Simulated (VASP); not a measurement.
## Mo: single point with PBEsol

Mo:

```
Mo
1.0
    -1.56464    1.56464    1.56464
     1.56464   -1.56464    1.56464
     1.56464    1.56464   -1.56464
Mo
1
Direct
  0.00000 0.00000 0.00000
```

* Program: VASP 6.6.1
* Task: single point
* Functional: PBEsol
* Potentials or basis: VASP PAW PBE potentials, release 64 (Mo_sv)
* Cutoff: 500 eV
* k mesh: 18 × 18 × 18
* Occupations: gaussian, width 0.1 eV
* Spin: no spin polarisation
* Dipole correction: no
* Further INCAR settings: ALGO = Normal; EDIFF = 1e-06; NBANDS = 13

| Quantity | Value |
| --- | --- |
| Pressure | 0.6 GPa |
| Band gap on the k mesh | zero (band 7 reaches 16.92 eV, above the bottom of band 8 at 11.38 eV) |

Levels at points of the mesh, in eV from the Fermi level:
```csv
k point,band 4,band 5,band 6,band 7,band 8,band 9,band 10,band 11
"(0.00, 0.00, 0.00)",-34.46,-7.37,-1.43,-1.43,-1.43,1.66,1.66,14.82
"(0.50, 0.00, 0.00)",-34.47,-5.49,-3.53,1.66,1.71,2.36,4.90,11.93
"(0.50, 0.50, 0.50)",-35.49,-5.64,-5.64,4.11,4.11,4.11,9.16,9.16
```

It took 33 s on 1 thread of Intel Xeon 8259CL, with other jobs on the host, peak memory 0.15 GiB.

Caveat: the PAW data sets were made with another functional, which shifts forces and pressure a little.
